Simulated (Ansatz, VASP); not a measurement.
## One calculation of Ga, two programs

POSCAR

```
Ga
1.0
    2.7784220849      0.0000000000      0.0000000000
    0.0000000000      3.2816087900      0.0000000000
   -1.3434310986      0.0000000000      3.9902731763
Ga
2
Direct
    0.1345962700      0.7500000000      0.7701668300
    0.8654037300      0.2500000000      0.2298331700
```

File INCAR.step1:

```
SYSTEM = Ga
ALGO = Normal
EDIFF = 1E-5
ENCUT = 520
GGA = PE
ISIF = 2
ISMEAR = -1
LASPH = .TRUE.
LCHARG = .FALSE.
LREAL = .FALSE.
LWAVE = .TRUE.
NBANDS = 20
NELM = 80
PREC = Accurate
SIGMA = 0.05
```

Contents of INCAR.step2:

```
SYSTEM = Ga
ALGO = Normal
EDIFF = 1E-6
ENCUT = 520
GGA = PE
HFSCREEN = 0.2079
ISIF = 2
ISMEAR = -1
ISTART = 1
LASPH = .TRUE.
LCHARG = .FALSE.
LHFCALC = .TRUE.
LREAL = .FALSE.
LWAVE = .FALSE.
NBANDS = 20
NELM = 80
PREC = Accurate
PRECFOCK = Normal
SIGMA = 0.05
```

Contents of KPOINTS:

```
k-points
0
G
  5 4 4
  0 0 0
```

File input:

```
crystal:
  lattice:
    - [2.7784220849, 0.0, 0.0]
    - [0.0, 3.28160879, 0.0]
    - [-1.3434310986, 0.0, 3.9902731763]
  atoms:
    - { symbol: Ga, position: [0.13459627, 0.75, 0.77016683] }
    - { symbol: Ga, position: [0.86540373, 0.25, 0.22983317] }
hamiltonian:
  xc: hse06
  pseudopotentials: { kind: paw }
kpoints:
  mp_grid: { grid: [5, 4, 4] }
  band_path:
    path:
      - [[0.0, 0.0, 0.0], [0.0, 0.0, 0.5], [-0.439461826, 0.0, 0.712489919], [-0.5, 0.0, 0.5], [-0.5, 0.5, 0.5], [-0.560538174, 0.5, 0.287510081], [-0.5, 0.5, 0.0], [-0.5, 0.0, 0.0], [-0.560538174, 0.0, 0.287510081]]
      - [[-0.439461826, 0.5, 0.712489919], [0.0, 0.5, 0.5], [0.0, 0.5, 0.0]]
      - [[0.0, 0.0, 0.5], [0.0, 0.5, 0.5]]
    npoints: 4
scf:
  occupations: { method: fermi_dirac, width: 0.05 }
  n_extra_bands: 6
output:
  forces: true
  stress: true
  eigenvalues: true
  fatbands: false
```

Alike in both runs: functional HSE06; k mesh 5 × 4 × 4; occupations fermi-dirac, width 0.05 eV; no spin polarisation.

|  | VASP | Ansatz |
| --- | --- | --- |
| version | VASP 6.6.1 | Ansatz 0.2.0 |
| potentials or method | VASP PAW PBE potentials, release 64 (Ga_d) | Ansatz PAW |
| plane-wave cutoff (eV) | 520 | 420 |
| valence electrons in the cell | 26 | 26 |
| task | single point | band structure |

Ansatz gave:

| Item | Value |
| --- | --- |
| gap on the k mesh at the Fermi level (eV) | none |
| pressure (GPa) | 1.5 |
| traceless stress, the component that is largest in VASP (GPa) | -3.82 |
| rms of the force components (eV/Å) | 0.016 |

Problem. What did VASP give for the same quantities?

Solution. gap on the k mesh at the Fermi level (eV): none; pressure (GPa): 1.8; traceless stress, the component that is largest in VASP (GPa): -3.81; rms of the force components (eV/Å): 0.015.

Atom by atom the forces differ by 0.002 eV/Å (rms over components). A gap of «none» marks a metal or a gap that the smearing closes.

The k mesh is coarse, so the values compare programs but aren't converged.
